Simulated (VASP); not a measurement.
Crystal: Si2W (AlB2 type).

```
CELL_PARAMETERS angstrom
4.05220 0.00000 0.00000
-2.02610 3.50931 0.00000
0.00000 0.00000 4.45742
ATOMIC_POSITIONS crystal
W 0.00000 0.00000 0.00000
Si 0.33333 0.66667 0.50000
Si 0.66667 0.33333 0.50000
```

```yaml
Program: VASP 6.6.1
Task: relaxation of cell and atoms
Functional: PBE
Potentials_or_basis: VASP PAW PBE potentials, release 64 (W_sv, Si)
Cutoff: 600 eV
k_mesh: 10 × 10 × 8
Occupations: fermi-dirac, width 0.1 eV
Spin: no spin polarisation
```

At the start: pressure -20.7 GPa; volume 21.13 Å³/atom.

Q: How do energy, volume and symmetry change on relaxing?

A: Over 16 steps the energy falls by 1404.8 meV/atom and the volume is 14.16 Å³/atom (-33.0 %); space group P6/mmm (No. 191, to 0.05 Å).

The path:
| step | energy change (eV) | largest force (eV/Å) | pressure (GPa) | volume (Å³) |
| --- | --- | --- | --- | --- |
| 1 | 0.0000 | 0.0000 | -20.65 | 63.39 |
| 2 | -1.4481 | 0.0000 | 23.12 | 41.47 |
| 3 | -1.6551 | 0.0000 | 3.89 | 45.76 |
| 4 | -2.7408 | 0.0000 | 9.10 | 42.03 |
| 5 | 21.3853 | 0.0000 | 438.85 | 26.08 |
| 6 | -2.8669 | 0.0000 | 10.05 | 41.51 |
| 7 | -3.0778 | 0.0000 | 56.56 | 34.65 |
| 8 | -3.3671 | 0.0000 | 25.50 | 38.05 |
| 9 | -4.0274 | 0.0000 | 7.94 | 40.42 |
| 10 | -4.1969 | 0.0000 | -0.61 | 42.94 |
| 11 | -4.2143 | 0.0000 | 0.44 | 42.39 |
| 12 | -4.2140 | 0.0000 | 0.26 | 42.47 |
| 13 | -4.2143 | 0.0000 | -0.05 | 42.53 |
| 14 | -4.2143 | 0.0000 | -0.23 | 42.56 |
| 15 | -4.2144 | 0.0000 | -0.08 | 42.52 |
| 16 | -4.2144 | 0.0000 | 0.00 | 42.49 |

Final structure:
```
W Si
1.0
     4.34572    0.00000    0.00000
    -2.17286    3.76350    0.00000
     0.00000    0.00000    2.59821
W Si
1 2
Direct
  0.00000 0.00000 0.00000
  0.33333 0.66667 0.50000
  0.66667 0.33333 0.50000
```

Caveat: the volume moved by over 15 % at a fixed basis, so the end points are rough.
